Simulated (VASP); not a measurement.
Set up this calculation in VASP 6.6.1, as the native input.

| Property | Result |
| --- | --- |
| Task | single point |
| Functional | r2SCAN |
| Potentials or basis | VASP PAW PBE potentials, release 64 (Mo_sv, Si) |
| Cutoff | 520 eV |
| k mesh | 12 × 12 × 12 |
| Occupations | fermi-dirac, width 0.05 eV |
| Spin | no spin polarisation |
| Dipole correction | no |
| Further INCAR settings | ALGO = Normal; EDIFF = 1e-07; NBANDS = 18 |

The system is Si2Mo.

```xyz
3
Lattice="-1.5784 1.5784 3.8774 1.5784 -1.5784 3.8774 1.5784 1.5784 -3.8774" Properties=species:S:1:pos:R:3 pbc="T T T"
Mo    0.0000    0.0000    0.0000
Si    0.0000    0.0000    5.1724
Si    0.0000    0.0000    2.5823
```

The input as run:

POSCAR

```
Si2Mo
1.0
   -1.5783757276      1.5783757276      3.8773786233
    1.5783757276     -1.5783757276      3.8773786233
    1.5783757276      1.5783757276     -3.8773786233
Mo Si
1 2
Direct
    0.0000000000      0.0000000000      0.0000000000
    0.6670000000      0.6670000000      0.0000000000
    0.3330000000      0.3330000000      0.0000000000
```

INCAR.step1

```
PREC     = Accurate       # precision mode
ENCUT    = 520            # plane-wave cutoff, eV
ISMEAR   = -1             # smearing method
SIGMA    = 0.05           # smearing width, eV
LREAL    = False          # projectors in reciprocal space
LASPH    = True           # aspherical terms in the spheres
NELM     = 100            # most SCF steps
NBANDS   = 18             # bands
GGA      = PE             # functional
ALGO     = Normal         # electronic algorithm
EDIFF    = 1E-4           # SCF threshold, eV
LWAVE    = True           # write WAVECAR
LCHARG   = False          # write CHGCAR
```

INCAR.step2

```
PREC     = Accurate       # precision mode
ENCUT    = 520            # plane-wave cutoff, eV
EDIFF    = 1E-7           # SCF threshold, eV
ISMEAR   = -1             # smearing method
SIGMA    = 0.05           # smearing width, eV
LREAL    = False          # projectors in reciprocal space
LASPH    = True           # aspherical terms in the spheres
NELM     = 100            # most SCF steps
ALGO     = Normal         # electronic algorithm
ISIF     = 2              # what is computed and relaxed
LWAVE    = False          # write WAVECAR
LCHARG   = False          # write CHGCAR
METAGGA  = R2SCAN         # meta-GGA
LMIXTAU  = True         
NBANDS   = 18             # bands
ISTART   = 1
```

KPOINTS

```
Automatic mesh
0
Gamma
  12 12 12
```

Potentials or basis: VASP PAW PBE potentials, release 64 (Mo_sv, Si).

The run is started by

```console
$ cat potpaw_PBE.64/Mo_sv/POTCAR potpaw_PBE.64/Si/POTCAR > POTCAR
$ cp INCAR.step1 INCAR
$ mpirun -np 1 vasp_std > vasp.out
$ cp INCAR.step2 INCAR
$ mpirun -np 1 vasp_std > vasp.out
```

It gave:

```json
{
  "Pressure": "8.7 GPa",
  "Largest force": "0.272 eV/Å",
  "Band gap on the k mesh": "zero (bands 11 and 12 overlap by 1.14 eV)"
}
```

Caveat: the cell stands under pressure; the PAW data sets were made with another functional, which shifts forces and pressure a little.

It took 4.9 min on 1 thread of Intel(R) Xeon(R) 6975P-C (Granite Rapids) (shared host), peak memory 0.27 GiB.
